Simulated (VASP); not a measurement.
BaTe: electric field gradients with PBEsol

The system is BaTe.

```
Ba Te
1.0
     0.00000    3.34039    3.34039
     3.34039    0.00000    3.34039
     3.34039    3.34039    0.00000
Ba Te
1 1
Direct
  0.00000 0.00000 0.00000
  0.50000 0.50000 0.50000
```

```json
{
  "Program": "VASP 6.6.1",
  "Task": "electric field gradients",
  "Functional": "PBEsol",
  "Potentials or basis": "VASP PAW PBE potentials, release 64 (Ba_sv, Te)",
  "Cutoff": "520 eV",
  "k mesh": "10 × 10 × 10",
  "Occupations": "fermi-dirac, width 0.05 eV",
  "Spin": "no spin polarisation",
  "Dipole correction": "no",
  "Further INCAR settings": "ALGO = Normal; EDIFF = 1e-08; NBANDS = 15"
}
```

```json
{
  "Pressure": "5.3 GPa",
  "Band gap on the k mesh": "1.06 eV (least direct gap 1.43 eV)",
  "Largest electric field gradient by atom": "zero within the noise of the run"
}
```

Levels at points of the mesh, in eV from the valence-band top:
```
           k point  band 6  band 7  band 8  band 9  band 10  band 11
(0.00, 0.00, 0.00)    0.00    0.00    0.00    2.72     2.72     2.72
(0.50, 0.00, 0.00)   -2.71   -1.47   -1.47    4.25     5.02     5.11
(0.50, 0.50, 0.00)   -1.16   -0.37   -0.37    1.06     4.62     5.18
```

Wall time 35 s on 1 thread of Intel(R) Xeon(R) Platinum 8488C (Sapphire Rapids), on a shared host, peak memory 0.23 GiB.

Caveat: the cell stands under pressure; the PAW data sets were made with another functional, which shifts forces and pressure a little; spin-orbit coupling is left out, which moves the levels of the heavy elements. A k mesh can miss the band edges.
